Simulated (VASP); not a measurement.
# Cs (P6_3/mmc) in VASP: further runs

Runs on Cs. Level: PBEsol. Tasks: single point.

Program: VASP 6.6.1. These are calculated values, not measurements. Logs are shortened: lines on timing, memory, paths and dates and some standing lists are left out, and cuts for length are marked.

## Step 1: The cell of the first run

Symmetry: P6_3/mmc, No. 194, hexagonal system. Conventional cell: a = 5.367 Å, b = 5.367 Å, c = 17.809 Å, α = 90.00°, β = 90.00°, γ = 120.00°.

This isn't the form of Cs at room conditions, which is bcc.

## Step 2: Single point, PBEsol

INCAR reads:

```
PREC = Accurate
ENCUT = 500
EDIFF = 1E-6
ISMEAR = 0
SIGMA = 0.1
LREAL = F
LASPH = T
NELM = 120
ALGO = Normal
ISIF = 2
LWAVE = F
LCHARG = T
GGA = PS
LELF = T
LVHAR = T
NBANDS = 26
GGA_COMPAT = F
```

KPOINTS reads:

```
Automatic mesh
0
Gamma
  12 12 4
```

POSCAR reads:

```
Cs
1.0
    5.3666386631      0.0000000000      0.0000000000
   -2.6833193315      4.6476454151      0.0000000000
    0.0000000000      0.0000000000     17.8092082781
Cs
4
Direct
    0.0000000000      0.0000000000      0.0000000000
    0.3333333333      0.6666666667      0.2500000000
    0.0000000000      0.0000000000      0.5000000000
    0.6666666667      0.3333333333      0.7500000000
```

Potentials or basis: VASP PAW PBE potentials, release 64 (Cs_sv).

Launch:

```
$ cat potpaw_PBE.64/Cs_sv/POTCAR > POTCAR
$ mpirun -np 1 vasp_std > vasp.out
```

OUTCAR:

```text
PREC = Accurate
   ENCUT = 500
   EDIFF = 1E-6
   ISMEAR = 0
   LREAL = F
   LASPH = T
   NELM = 120
   ISIF = 2
   GGA = PS

 ion  position               nearest neighbor table
   1  0.000  0.000  0.000-
   2  0.333  0.667  0.250-
   3  0.000  0.000  0.500-
   4  0.667  0.333  0.750-

  LATTYP: Found a hexagonal cell.
 ALAT       =     5.3666386631
 C/A-ratio  =     3.3185033307

  Lattice vectors:

 A1 = (   5.3666386631,   0.0000000000,   0.0000000000)
 A2 = (  -2.6833193315,   4.6476454151,   0.0000000000)
 A3 = (   0.0000000000,   0.0000000000,  17.8092082781)

Analysis of symmetry for initial positions (statically):
=====================================================================
 Subroutine PRICEL returns:
 Original cell was already a primitive cell.

 Routine SETGRP: Setting up the symmetry group for a
 hexagonal supercell.

 Subroutine GETGRP returns: Found 24 space group operations
 (whereof 12 operations were pure point group operations)
 out of a pool of 24 trial point group operations.

The static configuration has the point symmetry D_3d.
 The point group associated with its full space group is D_6h.

Analysis of symmetry for dynamics (positions and initial velocities):
=====================================================================
 Subroutine PRICEL returns:
 Original cell was already a primitive cell.

 Routine SETGRP: Setting up the symmetry group for a
 hexagonal supercell.

 Subroutine GETGRP returns: Found 24 space group operations
 (whereof 12 operations were pure point group operations)
 out of a pool of 24 trial point group operations.

The dynamic configuration has the point symmetry D_3d.
 The point group associated with its full space group is D_6h.

 Subroutine INISYM returns: Found 24 space group operations
 (whereof 12 operations are pure point group operations),
 and found     1 'primitive' translations

----------------------------------------------------------------------------------------

                                     Primitive cell

  volume of cell :     444.2014

  direct lattice vectors                    reciprocal lattice vectors
     5.366638663  0.000000000  0.000000000     0.186336376  0.107581357  0.000000000
    -2.683319331  4.647645415  0.000000000     0.000000000  0.215162714  0.000000000
     0.000000000  0.000000000 17.809208278     0.000000000  0.000000000  0.056150727

  length of vectors
     5.366638663  5.366638663 17.809208278     0.215162714  0.215162714  0.056150727

  position of ions in fractional coordinates (direct lattice)
     0.000000000  0.000000000  0.000000000
     0.333333333  0.666666667  0.250000000
     0.000000000  0.000000000  0.500000000
     0.666666667  0.333333333  0.750000000

  ion indices of the primitive-cell ions
   primitive index   ion index
                 1           1
                 2           2
                 3           3
                 4           4

----------------------------------------------------------------------------------------

 KPOINTS: Automatic mesh

Automatic generation of k-mesh.
 Grid dimensions read from file:
 generate k-points for:   12   12    4

 Generating k-lattice:

  Cartesian coordinates                     Fractional coordinates (reciprocal lattice)
     0.015528031  0.008965113  0.000000000     0.083333333  0.000000000  0.000000000
     0.000000000  0.017930226  0.000000000     0.000000000  0.083333333  0.000000000
     0.000000000  0.000000000  0.014037682     0.000000000  0.000000000  0.250000000

  Length of vectors
     0.017930226  0.017930226  0.014037682

  Shift w.r.t. Gamma in fractional coordinates (k-lattice)
     0.000000000  0.000000000  0.000000000

 Subroutine IBZKPT returns following result:
 ===========================================

 Found     57 irreducible k-points:

 Following reciprocal coordinates:
            Coordinates               Weight
  0.000000  0.000000  0.000000      1.000000
  0.083333 -0.000000  0.000000      6.000000
  0.166667  0.000000  0.000000      6.000000
  0.250000  0.000000  0.000000      6.000000
  0.333333  0.000000  0.000000      6.000000
  0.416667  0.000000  0.000000      6.000000
[... 16 lines left out ...]
  0.250000  0.000000  0.250000     12.000000
  0.333333  0.000000  0.250000     12.000000
 [... further k-points ...]
   k-points           NKPTS =     57   k-points in BZ     NKDIM =     57   number of bands    NBANDS=     26
   number of dos      NEDOS =    301   number of ions     NIONS =      4
   total plane-waves  NPLWV = 224000
   dimension x,y,z NGX =    40 NGY =   40 NGZ =  140
   dimension x,y,z NGXF=    80 NGYF=   80 NGZF=  280
   ions per type =               4
   NGX,Y,Z   is equivalent  to a cutoff of  12.39, 12.39, 13.07 a.u.
   NGXF,Y,Z  is equivalent  to a cutoff of  24.78, 24.78, 26.14 a.u.
 SYSTEM =  unknown system
   PREC   = accura    normal or accurate (medium, high low for compatibility)
   ISTART =      0    job   : 0-new  1-cont  2-samecut
   ICHARG =      2    charge: 1-file 2-atom 10-const
   ISPIN  =      1    spin polarized calculation?
   LNONCOLLINEAR =      F non collinear calculations
   LSORBIT =      F    spin-orbit coupling
   LASPH  =      T    aspherical Exc in radial PAW
   ENCUT  =  500.0 eV  36.75 Ry    6.06 a.u.   9.78  9.78 32.47*2*pi/ulx,y,z
   NELM   =    120;   NELMIN=  2; NELMDL= -5     # of ELM steps
   EDIFF  = 0.1E-05   stopping-criterion for ELM
   LREAL  =      F    real-space projection
   EDIFFG = 0.1E-04   stopping-criterion for IOM
   NSW    =      0    number of steps for IOM
   IBRION =     -1    ionic relax: 0-MD 1-quasi-New 2-CG
   NFREE  =      0    steps in history (QN), initial steepest desc. (CG)
   ISIF   =      2    stress and relaxation
   ISYM   =      2    0-nonsym 1-usesym 2-fastsym
   POTIM  = 0.5000    time-step for ionic-motion
   TEBEG  =    0.0;   TEEND  =   0.0 temperature during run
   PSTRESS=    0.0 pullay stress
   NELECT =      36.0000    total number of electrons
   NUPDOWN=      -1.0000    fix difference up-down
   EMIN   =  10.00;   EMAX   =-10.00  energy-range for DOS
   EFERMI =   0.00;   METHOD = LEGACY
   ISMEAR =     0;   SIGMA  =   0.10  broadening in eV -4-tet -1-fermi 0-gaus
   EFERMI_NEDOS =   21; number of points for ismear=-14 and -15
   IALGO  =     38    algorithm
   IMIX   =      4    mixing-type and parameters
     AMIX     =   0.40;   BMIX     =  1.00
     AMIX_MAG =   1.60;   BMIX_MAG =  1.00
  volume/ion in A,a.u.               =     111.05       749.40
  Fermi-wavevector in a.u.,A,eV,Ry     =   0.708461  1.338796  6.828987  0.501916
  Thomas-Fermi vector in A             =   1.794782
   LORBIT       =      0    0 simple, 1 ext, 2 COOP (PROOUT), +10 PAW based schemes
   GGA     = PS    functional components
   LHFCALC =     F    Hartree Fock is set to
   AEXX    =    0.0000 exact exchange contribution
   IVDW    =     0    specifies the selected vdW correction
   LEPSILON=     F    determine dielectric tensor
   LRPA    =     F    only Hartree local field effects (RPA)
 non-spin polarized calculation
 Gauss-broadening in eV      SIGMA  =   0.10
  energy-cutoff  :      500.00
  volume of cell :      444.20
 maximum number of plane-waves:     11310
 NGX is ok and might be reduce to    40
   NGX = 19   NGY = 19   NGZ = 65

 number of electron      36.0000003 magnetization

 Free energy of the ion-electron system (eV)
  ---------------------------------------------------
  ext. energy  EPLUGINS =         0.00000000
  ---------------------------------------------------
  free energy    TOTEN  =        -3.78130489 eV

  energy without entropy =       -3.75552930  energy(sigma->0) =       -3.76841709

 E-fermi :   0.4524     XC(G=0):  -5.5678

 val. band max:        0.4499884894   @ k =   0.0833   0.0833   0.2500
 cond. band min:       0.4527579907   @ k =   0.5000   0.0000   0.2500
 fundamental gap:      0.0027695013
 Fermi energy:         0.4524168901

 k-point     1 :       0.0000    0.0000    0.0000
  band No.  band energies     occupation
      1     -23.3610      2.00000
      2     -23.3578      2.00000
      3     -23.3576      2.00000
      4     -23.3544      2.00000
      5     -10.2272      2.00000
      6     -10.1545      2.00000
[... 18 lines left out ...]
     25       2.8635      0.00000
     26       2.8802      0.00000

 k-point     2 :       0.0833   -0.0000    0.0000
  band No.  band energies     occupation
      1     -23.3606      2.00000
      2     -23.3575      2.00000
      3     -23.3572      2.00000
      4     -23.3541      2.00000
      5     -10.2238      2.00000
      6     -10.1551      2.00000
[... 18 lines left out ...]
     25       2.7552      0.00000
     26       2.7660      0.00000

 k-point     3 :       0.1667    0.0000    0.0000
  band No.  band energies     occupation
      1     -23.3593      2.00000
      2     -23.3565      2.00000
      3     -23.3563      2.00000
      4     -23.3535      2.00000
      5     -10.2141      2.00000
      6     -10.1598      2.00000
[... 18 lines left out ...]
     25       2.4456      0.00000
     26       2.4614      0.00000

 k-point     4 :       0.2500    0.0000    0.0000
  band No.  band energies     occupation
      1     -23.3576      2.00000
      2     -23.3553      2.00000
      3     -23.3550      2.00000
      4     -23.3526      2.00000
      5     -10.2004      2.00000
      6     -10.1763      2.00000
[... 18 lines left out ...]
     25       2.1281      0.00000
     26       2.1542      0.00000
[... 496 lines left out ...]
      1     -23.3591      2.00000
      2     -23.3576      2.00000
      3     -23.3553      2.00000
      4     -23.3537      2.00000
      5     -10.2099      2.00000
      6     -10.1804      2.00000
[... 18 lines left out ...]
     25       2.3964      0.00000
     26       2.5284      0.00000

 k-point    23 :       0.2500    0.0000    0.2500
  band No.  band energies     occupation
      1     -23.3574      2.00000
      2     -23.3561      2.00000
      3     -23.3542      2.00000
      4     -23.3528      2.00000
      5     -10.1986      2.00000
      6     -10.1850      2.00000
[... 18 lines left out ...]
     25       2.2019      0.00000
     26       2.2148      0.00000

 k-point    24 :       0.3333    0.0000    0.2500
  band No.  band energies     occupation
      1     -23.3556      2.00000
      2     -23.3546      2.00000
      3     -23.3531      2.00000
      4     -23.3521      2.00000
      5     -10.2041      2.00000
      6     -10.1955      2.00000
[... 18 lines left out ...]
     25       2.0238      0.00000
     26       2.1002      0.00000

 [... further k-points ...]

------------------------ aborting loop because EDIFF is reached ----------------------------------------

  FORCE on cell =-STRESS in cart. coord.  units (eV):
  Direction    XX          YY          ZZ          XY          YZ          ZX
  --------------------------------------------------------------------------------------
  -------------------------------------------------------------------------------------
  Total       -0.0523581     -0.0523581     -0.2370318     -0.0000000      0.0000000      0.0000000
  in kB       -0.1888490     -0.1888490     -0.8549433     -0.0000000      0.0000000      0.0000000
  external PRESSURE =      -0.4108805 kB  Pullay stress =       0.0000000 kB

 VOLUME and BASIS-vectors are now :
 -----------------------------------------------------------------------------
  energy-cutoff  :      500.00
  volume of cell :      444.20
      direct lattice vectors                 reciprocal lattice vectors
     5.366638663  0.000000000  0.000000000     0.186336376  0.107581357  0.000000000
    -2.683319331  4.647645415  0.000000000     0.000000000  0.215162714  0.000000000
     0.000000000  0.000000000 17.809208278     0.000000000  0.000000000  0.056150727

 POSITION                                       TOTAL-FORCE (eV/Angst)
 -----------------------------------------------------------------------------------
      0.00000      0.00000      0.00000         0.000000      0.000000      0.000000
     -0.00000      3.09843      4.45230        -0.000000      0.000000      0.000000
      0.00000      0.00000      8.90460         0.000000      0.000000      0.000000
      2.68332      1.54922     13.35691         0.000000     -0.000000     -0.000000
 -----------------------------------------------------------------------------------
    total drift:                                0.000000      0.000000     -0.000000

  FREE ENERGIE OF THE ION-ELECTRON SYSTEM (eV)
  ---------------------------------------------------
  free  energy   TOTEN  =        -3.7813048876 eV

  energy  without entropy=       -3.7555292964  energy(sigma->0) =       -3.76841709
```

Run time: 9.2 min. Hardware: 1 thread of Intel Xeon 8259CL, shared host; peak memory 0.78 GiB.

Results:

* Free energy: -3.7813 eV
* Pressure: 0.0 GPa
* Band gap on the k mesh: zero (bands 18 and 19 overlap by 1.80 eV)

Levels at points of the mesh, in eV from the Fermi level:
```
           k point  band 14  band 15  band 16  band 17  band 18  band 19  band 20  band 21  band 22  band 23
(0.00, 0.00, 0.00)   -10.53   -10.53   -10.53    -1.71    -1.10    -1.10    -0.07     0.76     1.60     1.62
(0.50, 0.00, 0.00)   -10.57   -10.56   -10.55    -0.02     0.15     0.22     0.31     0.80     0.96     0.97
(0.00, 0.00, 0.50)   -10.53   -10.53   -10.53    -1.55    -1.55    -0.48    -0.48     1.09     1.09     2.14
(0.50, 0.00, 0.50)   -10.56   -10.56   -10.56     0.05     0.05     0.28     0.28     0.84     0.84     1.05
```

Caveat: the PAW data sets were made with another functional, which shifts forces and pressure a little; spin-orbit coupling is left out, which moves the levels of the heavy elements.

## Step 3: Single point, PBEsol (equal strain along all axes, cell held: +3.0 %)

INCAR reads:

```
SYSTEM = Cs
  PREC = Accurate
  ENCUT = 520
  EDIFF = 1E-6
  ISMEAR = 0
  SIGMA = 0.1
  LREAL = .False.
  LASPH = .True.
  NELM = 80
  ALGO = Fast
  ISIF = 2
  LWAVE = .False.
  LCHARG = .False.
  GGA = PS
  NBANDS = 26
```

KPOINTS reads:

```
regular mesh
0
Gamma
  12 12 4
  0 0 0
```

POSCAR reads:

```
Cs
1.0
    5.5276378229      0.0000000000      0.0000000000
   -2.7638189115      4.7870747776      0.0000000000
    0.0000000000      0.0000000000     18.0723985482
Cs
4
Direct
    0.0000000000      0.0000000000      0.0000000000
    0.3333333333      0.6666666667      0.2500000000
    0.0000000000      0.0000000000      0.5000000000
    0.6666666667      0.3333333333      0.7500000000
```

Potentials or basis: VASP PAW PBE potentials, release 64 (Cs_sv).

Launch:

```
$ cat potpaw_PBE.64/Cs_sv/POTCAR > POTCAR
$ mpirun -np 1 vasp_std > vasp.out
```

Run time: 13 min. Hardware: 1 thread of Oxide Virtual Turin-like, shared host; peak memory 0.84 GiB.

The run converged. Its results:

```
Free energy            : -3.7614 eV
Pressure               : -0.2 GPa
Band gap on the k mesh : zero (bands 18 and 19 overlap by 1.71 eV)
```

Levels at points of the mesh, in eV from the Fermi level:
```csv
k point,band 16,band 17,band 18,band 19,band 20,band 21
"(0.00, 0.00, 0.00)",-10.59,-1.64,-1.05,-1.05,-0.02,0.73
"(0.50, 0.00, 0.00)",-10.60,-0.01,0.19,0.20,0.32,0.77
"(0.00, 0.00, 0.50)",-10.59,-1.48,-1.48,-0.44,-0.44,1.09
"(0.50, 0.00, 0.50)",-10.61,0.05,0.05,0.29,0.29,0.81
```

Caveat: the cell differs from its parent crystal (equal strain along all axes, cell held: +3.0 %); the PAW data sets were made with another functional, which shifts forces and pressure a little; spin-orbit coupling is left out, which moves the levels of the heavy elements.

(Part 1 of 2 ends here.)
